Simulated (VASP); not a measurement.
# KSi32 (a cell with a defect) in VASP: single point with LDA

Aim: the single point of KSi32 (a cell with a defect) with LDA.

Everything below comes from runs of VASP 6.6.1. Logs are shortened: lines on timing, memory, paths and dates and some standing lists are left out, and cuts for length are marked.

### Step 1. The cell of the first run

The cell holds a defect, 33 atoms: a = 9.356 Å, b = 9.356 Å, c = 9.356 Å, α = 109.47°, β = 109.47°, γ = 109.47°.

### Step 2. Single point, LDA (with an interstitial atom, then relaxed in part)

The input, INCAR:

```
ALGO = Normal
EDIFF = 1E-6
ENCUT = 520
GGA = CA
ISIF = 2
ISMEAR = 0
LASPH = True
LCHARG = True
LELF = True
LREAL = Auto
LVHAR = True
LWAVE = False
NBANDS = 90
NELECT = 136.0
NELM = 80
PREC = Accurate
SIGMA = 0.02
```

The input, KPOINTS:

```
Automatic mesh
0
Gamma
  2 2 2
  0.5 0.5 0.5
```

The input, POSCAR:

```
KSi32
1.0
   -5.4019422872     -5.4019422872      5.4019422872
    5.4019422872     -5.4019422872     -5.4019422872
    5.4019422872      5.4019422872      5.4019422872
Si K
32 1
Direct
    0.2491868977      0.7466915874      0.7465988742
    0.0001074968      0.7276045377      0.0003806458
    0.4972329734      0.4975979094      0.7512914386
    0.2538964733      0.5033376247      0.0003851724
    0.0001134516      0.5033513896      0.2541733014
    0.7463219429      0.7466866719      0.2494573289
    0.4972213378      0.7513947271      0.4974944394
    0.0001068872      0.0004788947      0.7274968595
    0.7463183912      0.2495435851      0.7465901634
    0.5030103366      0.2542896007      0.0003877196
    0.2730216030      0.2733938998      0.2732950586
    0.0001139379      0.2542861950      0.5032732242
    0.7510339912      0.4976237278      0.4975313041
    0.7272024139      0.0004797622      0.0003805692
    0.5029995448      0.0004794260      0.2541748246
    0.2538940699      0.0004781883      0.5032487449
    0.2501013666      0.7504842063      0.5003858963
    0.0001152445      0.7421168517      0.7420182954
    0.5165724937      0.5169572193      0.5168488202
    0.2501191389      0.5004893875      0.7504036296
    0.0001039927      0.4840313516      0.0003818591
    0.7417167843      0.7420953972      0.0003684340
    0.5001093538      0.7504669600      0.2503690160
    0.0001043006      0.0004918087      0.4839279443
    0.7501122801      0.2504908765      0.5003991192
    0.5001142765      0.2504714495      0.7503697488
    0.2585159162      0.2588529591      0.0003816871
    0.0001016527      0.2588630763      0.2587800139
    0.7501297170      0.5004978813      0.2504055977
    0.7417136773      0.0004513764      0.7419931396
    0.4836421775      0.0004910021      0.0003821060
    0.2585140040      0.0004813755      0.2587678925
    0.0001250462      0.0005171506      0.0004180664
```

Potentials or basis: VASP PAW LDA potentials, release 64 (Si, K_sv).

On the command line:

```bash
$ cat potpaw_LDA.64/Si/POTCAR potpaw_LDA.64/K_sv/POTCAR > POTCAR
$ mpirun -np 1 vasp_std > vasp.out
```

OUTCAR:

```text
EDIFF = 1E-6
   ENCUT = 520
   GGA = CA
   ISIF = 2
   ISMEAR = 0
   LASPH = True
   LREAL = Auto
   NELECT = 136.0
   NELM = 80
   PREC = Accurate

 ion  position               nearest neighbor table
   1  0.249  0.747  0.747-  18 2.30  20 2.32  17 2.32  31 2.32
   2  0.000  0.728  0.000-  21 2.28  18 2.47  22 2.47  32 2.47  33 2.55
   3  0.497  0.498  0.751-  22 2.30  26 2.32  20 2.32  19 2.32
   4  0.254  0.503  0.000-  27 2.30  20 2.32  23 2.32  21 2.32
   5  0.000  0.503  0.254-  28 2.30  29 2.32  17 2.32  21 2.32
   6  0.746  0.747  0.249-  22 2.30  29 2.32  23 2.32  24 2.32
   7  0.497  0.751  0.497-  30 2.30  23 2.32  17 2.32  19 2.32
   8  0.000  0.000  0.727-  24 2.28  18 2.47  30 2.47  27 2.47  33 2.55
   9  0.746  0.250  0.747-  30 2.30  25 2.32  26 2.32  21 2.32
  10  0.503  0.254  0.000-  27 2.30  26 2.32  29 2.32  31 2.32
  11  0.273  0.273  0.273-  19 2.28  27 2.47  32 2.47  28 2.47  33 2.55
  12  0.000  0.254  0.503-  28 2.30  25 2.32  20 2.32  24 2.32
  13  0.751  0.498  0.498-  18 2.30  25 2.32  29 2.32  19 2.32
  14  0.727  0.000  0.000-  31 2.28  30 2.47  22 2.47  28 2.47  33 2.55
  15  0.503  0.000  0.254-  32 2.30  23 2.32  25 2.32  31 2.32
  16  0.254  0.000  0.503-  32 2.30  17 2.32  26 2.32  24 2.32
  17  0.250  0.750  0.500-  16 2.32   5 2.32   7 2.32   1 2.32
  18  0.000  0.742  0.742-   1 2.30  13 2.30   2 2.47   8 2.47  33 2.79
  19  0.517  0.517  0.517-  11 2.28   7 2.32   3 2.32  13 2.32
  20  0.250  0.500  0.750-   4 2.32  12 2.32   1 2.32   3 2.32
  21  0.000  0.484  0.000-   2 2.28   5 2.32   9 2.32   4 2.32
  22  0.742  0.742  0.000-   3 2.30   6 2.30   2 2.47  14 2.47  33 2.79
  23  0.500  0.750  0.250-   4 2.32   6 2.32   7 2.32  15 2.32
  24  0.000  0.000  0.484-   8 2.28  12 2.32   6 2.32  16 2.32
  25  0.750  0.250  0.500-   9 2.32  12 2.32  13 2.32  15 2.32
  26  0.500  0.250  0.750-   9 2.32  16 2.32   3 2.32  10 2.32
  27  0.259  0.259  0.000-  10 2.30   4 2.30   8 2.47  11 2.47  33 2.79
  28  0.000  0.259  0.259-  12 2.30   5 2.30  14 2.47  11 2.47  33 2.79
  29  0.750  0.500  0.250-   6 2.32   5 2.32  10 2.32  13 2.32
  30  0.742  0.000  0.742-   7 2.30   9 2.30  14 2.47   8 2.47  33 2.79
  31  0.484  0.000  0.000-  14 2.28  10 2.32   1 2.32  15 2.32
  32  0.259  0.000  0.259-  15 2.30  16 2.30   2 2.47  11 2.47  33 2.79
  33  0.000  0.001  0.000-  11 2.55   2 2.55  14 2.55   8 2.55  28 2.79  27 2.79  30 2.79  32 2.79
                            22 2.79  18 2.79

  LATTYP: Found a body centered cubic cell.
 ALAT       =    10.8038845744

  Lattice vectors:

 A1 = (  -5.4019422872,  -5.4019422872,   5.4019422872)
 A2 = (   5.4019422872,  -5.4019422872,  -5.4019422872)
 A3 = (   5.4019422872,   5.4019422872,   5.4019422872)

Analysis of symmetry for initial positions (statically):
=====================================================================
 Subroutine PRICEL returns:
 Original cell was already a primitive cell.

 Routine SETGRP: Setting up the symmetry group for a
 body centered cubic supercell.

 Subroutine GETGRP returns: Found  1 space group operations
 (whereof  1 operations were pure point group operations)
 out of a pool of 48 trial point group operations.

The static configuration has the point symmetry C_1 .

Analysis of symmetry for dynamics (positions and initial velocities):
=====================================================================
 Subroutine PRICEL returns:
 Original cell was already a primitive cell.

 Routine SETGRP: Setting up the symmetry group for a
 body centered cubic supercell.

 Subroutine GETGRP returns: Found  1 space group operations
 (whereof  1 operations were pure point group operations)
 out of a pool of 48 trial point group operations.

The dynamic configuration has the point symmetry C_1 .

 Subroutine INISYM returns: Found  1 space group operations
 (whereof  1 operations are pure point group operations),
 and found     1 'primitive' translations

----------------------------------------------------------------------------------------

                                     Primitive cell

  volume of cell :     630.5359

  direct lattice vectors                    reciprocal lattice vectors
    -5.401942287 -5.401942287  5.401942287     0.000000000 -0.092559301  0.092559301
     5.401942287 -5.401942287 -5.401942287     0.092559301 -0.092559301  0.000000000
     5.401942287  5.401942287  5.401942287     0.092559301  0.000000000  0.092559301

  length of vectors
     9.356438501  9.356438501  9.356438501     0.130898618  0.130898618  0.130898618

  position of ions in fractional coordinates (direct lattice)
     0.249186898  0.746691587  0.746598874
     0.000107497  0.727604538  0.000380646
     0.497232973  0.497597909  0.751291439
     0.253896473  0.503337625  0.000385172
     0.000113452  0.503351390  0.254173301
     0.746321943  0.746686672  0.249457329
[... 25 lines left out ...]
     0.258514004  0.000481376  0.258767893
     0.000125046  0.000517151  0.000418066

  ion indices of the primitive-cell ions
   primitive index   ion index
                 1           1
                 2           2
                 3           3
                 4           4
                 5           5
                 6           6
[... 25 lines left out ...]
                32          32
                33          33

----------------------------------------------------------------------------------------

 KPOINTS: Automatic mesh

Automatic generation of k-mesh.
 Grid dimensions read from file:
 generate k-points for:    2    2    2

 Generating k-lattice:

  Cartesian coordinates                     Fractional coordinates (reciprocal lattice)
     0.000000000 -0.046279650  0.046279650     0.500000000  0.000000000  0.000000000
     0.046279650 -0.046279650  0.000000000     0.000000000  0.500000000  0.000000000
     0.046279650  0.000000000  0.046279650     0.000000000  0.000000000  0.500000000

  Length of vectors
     0.065449309  0.065449309  0.065449309

  Shift w.r.t. Gamma in fractional coordinates (k-lattice)
     0.500000000  0.500000000  0.500000000

 Subroutine IBZKPT returns following result:
 ===========================================

 Found      4 irreducible k-points:

 Following reciprocal coordinates:
            Coordinates               Weight
  0.250000  0.250000  0.250000      2.000000
 -0.250000  0.250000  0.250000      2.000000
  0.250000 -0.250000  0.250000      2.000000
  0.250000  0.250000 -0.250000      2.000000
   k-points           NKPTS =      4   k-points in BZ     NKDIM =      4   number of bands    NBANDS=     90
   number of dos      NEDOS =    301   number of ions     NIONS =     33
   total plane-waves  NPLWV = 343000
   dimension x,y,z NGX =    70 NGY =   70 NGZ =   70
   dimension x,y,z NGXF=   140 NGYF=  140 NGZF=  140
   ions per type =              32   1
   NGX,Y,Z   is equivalent  to a cutoff of  12.44, 12.44, 12.44 a.u.
   NGXF,Y,Z  is equivalent  to a cutoff of  24.88, 24.88, 24.88 a.u.
 SYSTEM =  unknown system
   PREC   = accura    normal or accurate (medium, high low for compatibility)
   ISTART =      0    job   : 0-new  1-cont  2-samecut
   ICHARG =      2    charge: 1-file 2-atom 10-const
   ISPIN  =      1    spin polarized calculation?
   LNONCOLLINEAR =      F non collinear calculations
   LSORBIT =      F    spin-orbit coupling
   LASPH  =      T    aspherical Exc in radial PAW
   ENCUT  =  520.0 eV  38.22 Ry    6.18 a.u.  17.40 17.40 17.40*2*pi/ulx,y,z
   NELM   =     80;   NELMIN=  2; NELMDL= -5     # of ELM steps
   EDIFF  = 0.1E-05   stopping-criterion for ELM
   LREAL  =      T    real-space projection
   EDIFFG = 0.1E-04   stopping-criterion for IOM
   NSW    =      0    number of steps for IOM
[... 5 lines left out ...]
   TEBEG  =    0.0;   TEEND  =   0.0 temperature during run
   PSTRESS=    0.0 pullay stress
   NELECT =     136.0000    total number of electrons
   NUPDOWN=      -1.0000    fix difference up-down
   EMIN   =  10.00;   EMAX   =-10.00  energy-range for DOS
   EFERMI =   0.00;   METHOD = LEGACY
   ISMEAR =     0;   SIGMA  =   0.02  broadening in eV -4-tet -1-fermi 0-gaus
   EFERMI_NEDOS =   21; number of points for ismear=-14 and -15
   IALGO  =     38    algorithm
   IMIX   =      4    mixing-type and parameters
     AMIX     =   0.40;   BMIX     =  1.00
     AMIX_MAG =   1.60;   BMIX_MAG =  1.00
  volume/ion in A,a.u.               =      19.11       128.94
  Fermi-wavevector in a.u.,A,eV,Ry     =   0.981788  1.855311 13.114769  0.963908
  Thomas-Fermi vector in A             =   2.112822
   LORBIT       =      0    0 simple, 1 ext, 2 COOP (PROOUT), +10 PAW based schemes
   GGA     = CA    functional components
   LHFCALC =     F    Hartree Fock is set to
   AEXX    =    0.0000 exact exchange contribution
   IVDW    =     0    specifies the selected vdW correction
   LEPSILON=     F    determine dielectric tensor
   LRPA    =     F    only Hartree local field effects (RPA)
 non-spin polarized calculation
 Gauss-broadening in eV      SIGMA  =   0.02
  energy-cutoff  :      520.00
  volume of cell :      630.54
 maximum number of plane-waves:     17028
 NGX is ok and might be reduce to    70
   NGX = 35   NGY = 35   NGZ = 35

 number of electron     135.9999998 magnetization

 Free energy of the ion-electron system (eV)
  ---------------------------------------------------
  ext. energy  EPLUGINS =         0.00000000
  ---------------------------------------------------
  free energy    TOTEN  =      -194.63288830 eV

  energy without entropy =     -194.63288830  energy(sigma->0) =     -194.63288830

 E-fermi :   5.4336     XC(G=0):  -9.7829

 val. band max:        5.3415580448   @ k =   0.2500   0.2500   0.2500
 cond. band min:       6.5014362962   @ k =   0.2500  -0.2500   0.2500
 fundamental gap:      1.1598782514
 Fermi energy:         5.4336033436

 k-point     1 :       0.2500    0.2500    0.2500
  band No.  band energies     occupation
      1     -23.6269      2.00000
      2      -8.1441      2.00000
      3      -8.1439      2.00000
      4      -8.1438      2.00000
      5      -5.1485      2.00000
      6      -5.1484      2.00000
[... 72 lines left out ...]
     79       7.5825      0.00000
     80       7.7439      0.00000

 k-point     2 :      -0.2500    0.2500    0.2500
  band No.  band energies     occupation
      1     -23.6269      2.00000
      2      -8.1441      2.00000
      3      -8.1432      2.00000
      4      -8.1429      2.00000
      5      -5.6580      2.00000
      6      -4.6923      2.00000
[... 72 lines left out ...]
     79       8.3476      0.00000
     80       8.4546      0.00000

 k-point     3 :       0.2500   -0.2500    0.2500
  band No.  band energies     occupation
      1     -23.6269      2.00000
      2      -8.1441      2.00000
      3      -8.1432      2.00000
      4      -8.1430      2.00000
      5      -5.6580      2.00000
      6      -4.6923      2.00000
[... 72 lines left out ...]
     79       8.3476      0.00000
     80       8.4545      0.00000

 k-point     4 :       0.2500    0.2500   -0.2500
  band No.  band energies     occupation
      1     -23.6269      2.00000
      2      -8.1441      2.00000
      3      -8.1431      2.00000
      4      -8.1430      2.00000
      5      -5.6580      2.00000
      6      -4.6923      2.00000
[... 72 lines left out ...]
     79       8.3476      0.00000
     80       8.4545      0.00000
 [bands above 80 left out]

------------------------ aborting loop because EDIFF is reached ----------------------------------------

  FORCE on cell =-STRESS in cart. coord.  units (eV):
  Direction    XX          YY          ZZ          XY          YZ          ZX
  --------------------------------------------------------------------------------------
  -------------------------------------------------------------------------------------
  Total        5.3370009      5.3358289      5.3368703     -0.0027682     -0.0041835      0.0018431
  in kB       13.5611977     13.5582196     13.5608659     -0.0070339     -0.0106302      0.0046833
  external PRESSURE =      13.5600944 kB  Pullay stress =       0.0000000 kB

 VOLUME and BASIS-vectors are now :
 -----------------------------------------------------------------------------
  energy-cutoff  :      520.00
  volume of cell :      630.54
      direct lattice vectors                 reciprocal lattice vectors
    -5.401942287 -5.401942287  5.401942287     0.000000000 -0.092559301  0.092559301
     5.401942287 -5.401942287 -5.401942287     0.092559301 -0.092559301  0.000000000
     5.401942287  5.401942287  5.401942287     0.092559301  0.000000000  0.092559301

 POSITION                                       TOTAL-FORCE (eV/Angst)
 -----------------------------------------------------------------------------------
      6.72058     -1.34659      1.34559         0.000870     -0.001032      0.001135
      3.93195     -3.92900     -3.92784        -0.020863      0.019712      0.019793
      4.06040     -1.31559      4.05646        -0.000047     -0.000989     -0.000026
      1.34955     -4.08845     -1.34539         0.001460      0.001055     -0.001824
      4.09149     -1.34666     -1.34543        -0.001146     -0.002070     -0.001632
      1.34952     -6.71759      1.34558         0.001690     -0.000549      0.001424
[... 25 lines left out ...]
      0.00397     -0.00123      2.79173         0.000559      0.000823      0.020978
      0.00438     -0.00121      0.00014         0.004349     -0.000536     -0.000170
 -----------------------------------------------------------------------------------
    total drift:                                0.017777     -0.003431      0.000194

  FREE ENERGIE OF THE ION-ELECTRON SYSTEM (eV)
  ---------------------------------------------------
  free  energy   TOTEN  =      -194.6328882958 eV

  energy  without entropy=     -194.6328882957  energy(sigma->0) =     -194.63288830
```

It took 5.8 min on 1 thread of Intel Xeon Platinum 8259CL at 2.50GHz (Skylake/Cascade Lake), shared host; peak memory 0.58 GiB.

What came out:

```
Free energy   : -194.6329 eV
Largest force : 0.035 eV/Å
```

Forces in eV/Å, atoms in the order of the input:
```
Si   0.001 -0.001  0.001
Si  -0.021  0.020  0.020
Si   0.000 -0.001  0.000
Si   0.001  0.001 -0.002
Si  -0.001 -0.002 -0.002
Si   0.002 -0.001  0.001
Si   0.000  0.000  0.000
Si  -0.020 -0.018 -0.019
Si   0.001 -0.001  0.001
Si  -0.001  0.001 -0.001
Si   0.015 -0.017  0.018
Si  -0.001  0.001  0.001
Si   0.001  0.001  0.000
Si   0.016  0.019 -0.018
Si  -0.001  0.000 -0.001
Si   0.002  0.001 -0.001
Si   0.001  0.000  0.000
Si  -0.023  0.000  0.000
Si  -0.002  0.001  0.000
Si   0.001 -0.001 -0.001
Si  -0.001 -0.001 -0.001
Si   0.000  0.022  0.001
Si   0.002 -0.001  0.000
Si  -0.001  0.002  0.002
Si   0.000 -0.001  0.000
Si   0.002  0.000  0.000
Si   0.001 -0.021 -0.001
Si   0.022 -0.001  0.000
Si   0.001  0.000  0.000
Si   0.000 -0.001 -0.022
Si  -0.002  0.000  0.001
Si   0.001  0.001  0.021
K    0.004 -0.001  0.000
```

Caveat: the cell carries a net charge on a neutralising background, which shifts energy and pressure; the cell differs from its parent crystal (with an interstitial atom, then relaxed in part); the cell is charged against a uniform background, so pressure and absolute levels hang on convention.
